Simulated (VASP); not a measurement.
Here is a VASP 6.6.1 calculation.

File INCAR:

```
  PREC = Accurate
  ENCUT = 520
  EDIFF = 1E-6
  ISMEAR = 0
  SIGMA = 0.01
  LREAL = F
  LASPH = T
  NELM = 80
  ALGO = Normal
  ISIF = 2
  LWAVE = F
  LCHARG = F
  GGA = PE
  NBANDS = 16
```

Contents of KPOINTS:

```
Automatic mesh
0
Gamma
  12 12 6
```

Contents of POSCAR:

```
Te
1.0
    4.7261252722      0.0000000000      0.0000000000
   -2.3630626361      4.0929445472      0.0000000000
    0.0000000000      0.0000000000      5.8053919891
Te
3
Direct
    0.7432480750      0.0000000000      0.3333333333
    0.0000000000      0.7432480750      0.6666666667
    0.2567519250      0.2567519250      0.0000000000
```

Potentials or basis: VASP PAW PBE potentials, release 64 (Te).

Launch:

```console
$ cat potpaw_PBE.64/Te/POTCAR > POTCAR
$ mpirun -np 1 vasp_std > vasp.out
```

Task: Predict the pressure.

Result: -0.5 GPa.

Task: Predict the band gap on the k mesh.

Result: 0.51 eV (least direct gap 0.59 eV).

Task: What does it give for the largest force?

Result: 0.010 eV/Å.

Forces in eV/Å, atoms in the order of the input:
```
Te  -0.010  0.000  0.000
Te   0.005 -0.008  0.000
Te   0.005  0.008  0.000
```

Caveat: the cell differs from its parent crystal (biaxial strain in the a-b plane: +4.5 %, then relaxed in part); spin-orbit coupling is left out, which moves the levels of the heavy elements. A k mesh can miss the band edges.
